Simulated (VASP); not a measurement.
# Pr4Hg (P6/mmm) in VASP: notebook, part 3 of 3

VASP 6.6.1. Earlier steps stand in the parts before.

### 4 Relaxation of cell and atoms, PBE

This run uses another cell than the first one, of 30.47 Å³/atom.

Input file INCAR:

```
SYSTEM = Pr4Hg
ALGO = Normal
EDIFF = 1E-7
EDIFFG = -0.08
ENCUT = 500
GGA = PE
GGA_COMPAT = .False.
IBRION = 2
ISIF = 3
ISMEAR = 0
LASPH = .True.
LCHARG = .False.
LMAXMIX = 6
LREAL = .False.
LWAVE = .False.
NELM = 200
NELMIN = 4
NSW = 36
PREC = Accurate
SIGMA = 0.2
```

Input file KPOINTS:

```
k-points
0
Gamma
  3 3 3
  0 0 0
```

Input file POSCAR:

```
Pr4Hg
1.0
    6.0054820700      0.0000000000      0.0000000000
   -3.0027410300      5.2009000300      0.0000000000
    0.0000000000      0.0000000000      4.8780736700
Pr Hg
4 1
Direct
    0.5000000000      0.0000000000      0.0000000000
    0.0000000000      0.5000000000      0.0000000000
    0.5000000000      0.5000000000      0.0000000000
    0.0000000000      0.0000000000      0.0000000000
    0.0000000000      0.0000000000      0.5000000000
```

Potentials or basis: VASP PAW PBE potentials, release 64 (Pr_3, Hg), 4f in core.

On the command line:

```
cat potpaw_PBE.64/Pr_3/POTCAR potpaw_PBE.64/Hg/POTCAR > POTCAR
mpirun -np 1 vasp_std > vasp.out
```

OUTCAR:

```text
SYSTEM = Pr4Hg
   EDIFF = 1E-7
   EDIFFG = -0.08
   ENCUT = 500
   GGA = PE
   IBRION = 2
   ISIF = 3
   ISMEAR = 0
   LASPH = .True.
   LREAL = .False.
   NELM = 200
   NELMIN = 4
   NSW = 36
   PREC = Accurate

 ion  position               nearest neighbor table
   1  0.500  0.000  0.000-   3 3.00   3 3.00   2 3.00   2 3.00   4 3.00   4 3.00   5 3.87   5 3.87
                             5 3.87   5 3.87
   2  0.000  0.500  0.000-   4 3.00   4 3.00   1 3.00   1 3.00   3 3.00   3 3.00   5 3.87   5 3.87
                             5 3.87   5 3.87
   3  0.500  0.500  0.000-   1 3.00   1 3.00   4 3.00   4 3.00   2 3.00   2 3.00   5 3.87   5 3.87
                             5 3.87   5 3.87
   4  0.000  0.000  0.000-   5 2.44   5 2.44   2 3.00   2 3.00   3 3.00   3 3.00   1 3.00   1 3.00

   5  0.000  0.000  0.500-   4 2.44   4 2.44   2 3.87   2 3.87   2 3.87   2 3.87   3 3.87   3 3.87
                             3 3.87   3 3.87   1 3.87   1 3.87   1 3.87   1 3.87

  LATTYP: Found a hexagonal cell.
 ALAT       =     6.0054820700
 C/A-ratio  =     0.8122701247

  Lattice vectors:

 A1 = (   6.0054820700,   0.0000000000,   0.0000000000)
 A2 = (  -3.0027410300,   5.2009000300,   0.0000000000)
 A3 = (   0.0000000000,   0.0000000000,   4.8780736700)

Analysis of symmetry for initial positions (statically):
=====================================================================
 Subroutine PRICEL returns:
 Original cell was already a primitive cell.

 Routine SETGRP: Setting up the symmetry group for a
 hexagonal supercell.

 Subroutine GETGRP returns: Found 24 space group operations
 (whereof 24 operations were pure point group operations)
 out of a pool of 24 trial point group operations.

The static configuration has the point symmetry D_6h.

Analysis of symmetry for dynamics (positions and initial velocities):
=====================================================================
 Subroutine PRICEL returns:
 Original cell was already a primitive cell.

 Routine SETGRP: Setting up the symmetry group for a
 hexagonal supercell.

 Subroutine GETGRP returns: Found 24 space group operations
 (whereof 24 operations were pure point group operations)
 out of a pool of 24 trial point group operations.

The dynamic configuration has the point symmetry D_6h.

 Subroutine INISYM returns: Found 24 space group operations
 (whereof 24 operations are pure point group operations),
 and found     1 'primitive' translations

----------------------------------------------------------------------------------------

                                     Primitive cell

  volume of cell :     152.3613

  direct lattice vectors                    reciprocal lattice vectors
     6.005482070  0.000000000  0.000000000     0.166514526  0.096137206  0.000000000
    -3.002741030  5.200900030  0.000000000     0.000000000  0.192274413  0.000000000
     0.000000000  0.000000000  4.878073670     0.000000000  0.000000000  0.204998954

  length of vectors
     6.005482070  6.005482064  4.878073670     0.192274413  0.192274413  0.204998954

  position of ions in fractional coordinates (direct lattice)
     0.500000000  0.000000000  0.000000000
     1.000000000  0.500000000  0.000000000
     0.500000000  0.500000000  0.000000000
     0.000000000  0.000000000  0.000000000
     0.000000000  0.000000000  0.500000000

  ion indices of the primitive-cell ions
   primitive index   ion index
                 1           1
                 2           2
                 3           3
                 4           4
                 5           5

----------------------------------------------------------------------------------------

 KPOINTS: k-points

Automatic generation of k-mesh.
 Grid dimensions read from file:
 generate k-points for:    3    3    3

 Generating k-lattice:

  Cartesian coordinates                     Fractional coordinates (reciprocal lattice)
     0.055504842  0.032045735  0.000000000     0.333333333 -0.000000000  0.000000000
     0.000000000  0.064091471  0.000000000     0.000000000  0.333333333  0.000000000
     0.000000000  0.000000000  0.068332985     0.000000000  0.000000000  0.333333333

  Length of vectors
     0.064091471  0.064091471  0.068332985

  Shift w.r.t. Gamma in fractional coordinates (k-lattice)
     0.000000000  0.000000000  0.000000000

 Subroutine IBZKPT returns following result:
 ===========================================

 Found      6 irreducible k-points:

 Following reciprocal coordinates:
            Coordinates               Weight
  0.000000  0.000000  0.000000      1.000000
  0.333333 -0.000000  0.000000      6.000000
  0.333333  0.333333  0.000000      2.000000
  0.000000  0.000000  0.333333      2.000000
  0.333333 -0.000000  0.333333     12.000000
  0.333333  0.333333  0.333333      4.000000
   k-points           NKPTS =      6   k-points in BZ     NKDIM =      6   number of bands    NBANDS=     33
   number of dos      NEDOS =    301   number of ions     NIONS =      5
   total plane-waves  NPLWV =  82944
   dimension x,y,z NGX =    48 NGY =   48 NGZ =   36
   dimension x,y,z NGXF=    96 NGYF=   96 NGZF=   72
   ions per type =               4   1
   NGX,Y,Z   is equivalent  to a cutoff of  13.29, 13.29, 12.27 a.u.
   NGXF,Y,Z  is equivalent  to a cutoff of  26.58, 26.58, 24.54 a.u.
 SYSTEM =  Pr4Hg
   PREC   = accura    normal or accurate (medium, high low for compatibility)
   ISTART =      0    job   : 0-new  1-cont  2-samecut
   ICHARG =      2    charge: 1-file 2-atom 10-const
   ISPIN  =      1    spin polarized calculation?
   LNONCOLLINEAR =      F non collinear calculations
   LSORBIT =      F    spin-orbit coupling
   LASPH  =      T    aspherical Exc in radial PAW
   ENCUT  =  500.0 eV  36.75 Ry    6.06 a.u.  10.95 10.95  8.89*2*pi/ulx,y,z
   NELM   =    200;   NELMIN=  4; NELMDL= -5     # of ELM steps
   EDIFF  = 0.1E-06   stopping-criterion for ELM
   LREAL  =      F    real-space projection
   EDIFFG = -.8E-01   stopping-criterion for IOM
   NSW    =     36    number of steps for IOM
   IBRION =      2    ionic relax: 0-MD 1-quasi-New 2-CG
   NFREE  =      1    steps in history (QN), initial steepest desc. (CG)
   ISIF   =      3    stress and relaxation
   ISYM   =      2    0-nonsym 1-usesym 2-fastsym
   POTIM  = 0.5000    time-step for ionic-motion
   TEBEG  =    0.0;   TEEND  =   0.0 temperature during run
   PSTRESS=    0.0 pullay stress
   NELECT =      56.0000    total number of electrons
   NUPDOWN=      -1.0000    fix difference up-down
   EMIN   =  10.00;   EMAX   =-10.00  energy-range for DOS
   EFERMI =   0.00;   METHOD = LEGACY
   ISMEAR =     0;   SIGMA  =   0.20  broadening in eV -4-tet -1-fermi 0-gaus
   EFERMI_NEDOS =   21; number of points for ismear=-14 and -15
   IALGO  =     38    algorithm
   IMIX   =      4    mixing-type and parameters
     AMIX     =   0.40;   BMIX     =  1.00
     AMIX_MAG =   1.60;   BMIX_MAG =  1.00
  volume/ion in A,a.u.               =      30.47       205.64
  Fermi-wavevector in a.u.,A,eV,Ry     =   1.172679  2.216043 18.710416  1.375177
  Thomas-Fermi vector in A             =   2.309104
   LORBIT       =      0    0 simple, 1 ext, 2 COOP (PROOUT), +10 PAW based schemes
   GGA     = PE    functional components
   LHFCALC =     F    Hartree Fock is set to
   AEXX    =    0.0000 exact exchange contribution
   IVDW    =     0    specifies the selected vdW correction
   LEPSILON=     F    determine dielectric tensor
   LRPA    =     F    only Hartree local field effects (RPA)
 conjugate gradient relaxation of ions
 non-spin polarized calculation
 Gauss-broadening in eV      SIGMA  =   0.20
  energy-cutoff  :      500.00
  volume of cell :      152.36
 maximum number of plane-waves:      3879
 NGX is ok and might be reduce to    48
   NGX = 21   NGY = 21   NGZ = 17

--------------------------------------- Ionic step        1  -------------------------------------------

 number of electron      55.9999999 magnetization

 Free energy of the ion-electron system (eV)
  ---------------------------------------------------
  ext. energy  EPLUGINS =         0.00000000
  ---------------------------------------------------
  free energy    TOTEN  =       -11.53271822 eV

  energy without entropy =      -11.43957039  energy(sigma->0) =      -11.48614430

 E-fermi :   3.7979     XC(G=0):  -9.8109

 val. band max:        3.7403651944   @ k =   0.3333   0.3333   0.3333
 cond. band min:       3.8089810911   @ k =   0.3333  -0.0000   0.0000
 fundamental gap:      0.0686158967
 Fermi energy:         3.7978733697

 k-point     1 :       0.0000    0.0000    0.0000
  band No.  band energies     occupation
      1     -32.7919      2.00000
      2     -31.9507      2.00000
      3     -31.9145      2.00000
      4     -31.9145      2.00000
      5     -16.5197      2.00000
      6     -16.5197      2.00000
[... 319 lines left out ...]
  energy  without entropy=      -15.4901887500  energy(sigma->0) =      -15.55980914

--------------------------------------- Ionic step        4  -------------------------------------------

 number of electron      56.0000004 magnetization

 Free energy of the ion-electron system (eV)
  ---------------------------------------------------
  ext. energy  EPLUGINS =         0.00000000
  ---------------------------------------------------
  free energy    TOTEN  =       -15.66012203 eV

  energy without entropy =      -15.51724955  energy(sigma->0) =      -15.58868579

 E-fermi :   1.3588     XC(G=0):  -7.8691

 val. band max:        1.3398262194   @ k =   0.3333  -0.0000   0.0000
 cond. band min:       1.3827145238   @ k =   0.3333   0.3333   0.0000
 fundamental gap:      0.0428883044
 Fermi energy:         1.3588190462

 k-point     1 :       0.0000    0.0000    0.0000
  band No.  band energies     occupation
      1     -35.4217      2.00000
      2     -35.2798      2.00000
      3     -35.2798      2.00000
      4     -34.9013      2.00000
      5     -17.9388      2.00000
      6     -17.8777      2.00000
[... 237 lines left out ...]
  FREE ENERGIE OF THE ION-ELECTRON SYSTEM (eV)
  ---------------------------------------------------
  free  energy   TOTEN  =       -15.6601220292 eV

  energy  without entropy=      -15.5172495459  energy(sigma->0) =      -15.58868579

 reached required accuracy - stopping structural energy minimisation
```

OSZICAR:

```text
N       E                     dE             d eps       ncg     rms          rms(c)
DAV:   1     0.524293291629E+03    0.52429E+03   -0.27389E+04   396   0.156E+03
DAV:   2     0.188798808073E+02   -0.50541E+03   -0.49898E+03   458   0.400E+02
DAV:   3    -0.157045902622E+02   -0.34584E+02   -0.33476E+02   623   0.866E+01
[... 67 lines left out ...]
DAV:  10    -0.156601219740E+02    0.71909E-07   -0.21648E-06   519   0.732E-03    0.172E-03
DAV:  11    -0.156601222648E+02   -0.29072E-06   -0.20850E-07   358   0.207E-03    0.542E-04
DAV:  12    -0.156601218858E+02    0.37893E-06   -0.60457E-08   274   0.129E-03    0.431E-04
DAV:  13    -0.156601220254E+02   -0.13959E-06   -0.23300E-08   234   0.821E-04    0.227E-04
DAV:  14    -0.156601220292E+02   -0.37244E-08   -0.72378E-09   255   0.408E-04
   4 F= -.15660122E+02 E0= -.15588686E+02  d E =-.412740E+01
```

CONTCAR:

```text
Pr4Hg
   1.00000000000000
     6.9867664424339253    0.0000000009433794    0.0000000000000000
    -3.4933832145829817    6.0507172221418086   -0.0000000000000000
     0.0000000000000000    0.0000000000000000    5.8397974919987803
  Pr              Hg
     4     1
Direct
     0.5000000000000000    0.0000000000000000    0.0000000000000000
     1.0000000000000000    0.5000000000000000    0.0000000000000000
     0.5000000000000000    0.5000000000000000    0.0000000000000000
     1.0000000000000000    0.0000000000000000    0.0000000000000000
     1.0000000000000000    0.0000000000000000    0.5000000000000000

  0.00000000E+00  0.00000000E+00  0.00000000E+00
  0.00000000E+00  0.00000000E+00  0.00000000E+00
  0.00000000E+00  0.00000000E+00  0.00000000E+00
  0.00000000E+00  0.00000000E+00  0.00000000E+00
  0.00000000E+00  0.00000000E+00  0.00000000E+00
```

It took 96 s on 1 thread of Intel Xeon 6975P-C (Granite Rapids), shared host; peak memory 0.29 GiB.

What came out:

```yaml
Free_energy: -15.6601 eV
Relaxed_volume: 49.38 Å³/atom
Relaxed_cell: a = 6.987 Å, b = 6.987 Å, c = 5.840 Å, α = 90.00°, β = 90.00°, γ = 120.00°
Space_group_after_relaxing_to_0.1_Å: P6/mmm (No. 191)
Energy_gained_by_relaxing: 825.5 meV/atom
Ionic_steps: 4
Pressure_after_relaxing: 0.0 GPa
Band_gap_on_the_k_mesh: zero (bands 28 and 29 overlap by 0.89 eV)
```

The path:
| step | energy change (eV) | largest force (eV/Å) | pressure (GPa) | volume (Å³) |
| --- | --- | --- | --- | --- |
| 1 | 0.0000 | 0.0000 | 23.09 | 152.36 |
| 2 | -4.0222 | 0.0000 | -1.41 | 271.03 |
| 3 | -4.0967 | 0.0000 | 0.84 | 234.90 |
| 4 | -4.1274 | 0.0000 | 0.02 | 246.88 |

Final structure:
```yaml
crystal:
  lattice:
    - [6.98677, 0.00000, 0.00000]
    - [-3.49338, 6.05072, 0.00000]
    - [0.00000, 0.00000, 5.83980]
  atoms:
    - { symbol: Pr, position: [0.50000, 0.00000, 0.00000] }
    - { symbol: Pr, position: [0.00000, 0.50000, 0.00000] }
    - { symbol: Pr, position: [0.50000, 0.50000, 0.00000] }
    - { symbol: Pr, position: [0.00000, 0.00000, 0.00000] }
    - { symbol: Hg, position: [0.00000, 0.00000, 0.50000] }
```

Caveat: the k points lie up to 0.36 Å⁻¹ apart in the final cell, too coarse for converged energies and pressures of a metal; the volume moved by over 15 % at a fixed basis, so the end points are rough; spin-orbit coupling is left out, which moves the levels of the heavy elements; the 4f electrons are frozen in the core, so they carry no moment and show no levels. Spin polarisation is off, so any magnetic state and its effect on volume and gap are missing.

### 5 The runs side by side

```tsv
task	cell	gap on the mesh (eV)	pressure (GPa)	relaxed volume (Å³/atom)
single point	a = 7.009, b = 7.009, c = 5.758 Å, angles 90.0, 90.0, 120.0°, 5 atoms	none	0.2	-
relaxation of cell and atoms	relaxed from a = 5.724, b = 5.724, c = 5.078 Å, angles 90.0, 90.0, 120.0°, 5 atoms	none	-0.1	49.52
relaxation of cell and atoms	relaxed from a = 6.005, b = 6.005, c = 4.878 Å, angles 90.0, 90.0, 120.0°, 5 atoms	none	0.0	49.38
```

Alike in all rows: level PBE; potentials or basis VASP PAW PBE potentials, release 64 (Pr_3, Hg), 4f in core; no spin polarisation; k mesh 3 × 3 × 3; cutoff (eV) 500; smearing gaussian 0.2 eV.

Caveats: all runs use coarse meshes; spin-orbit coupling is left out, which moves the levels of the heavy elements; the 4f electrons are frozen in the core, so they carry no moment and show no levels; the volume moved by over 15 % at a fixed basis, so the end points are rough (at least some runs).

Absolute energies hang on the potentials; compare differences alone.

The gap in the log of VASP goes by the Fermi energy; the results here count the filled bands.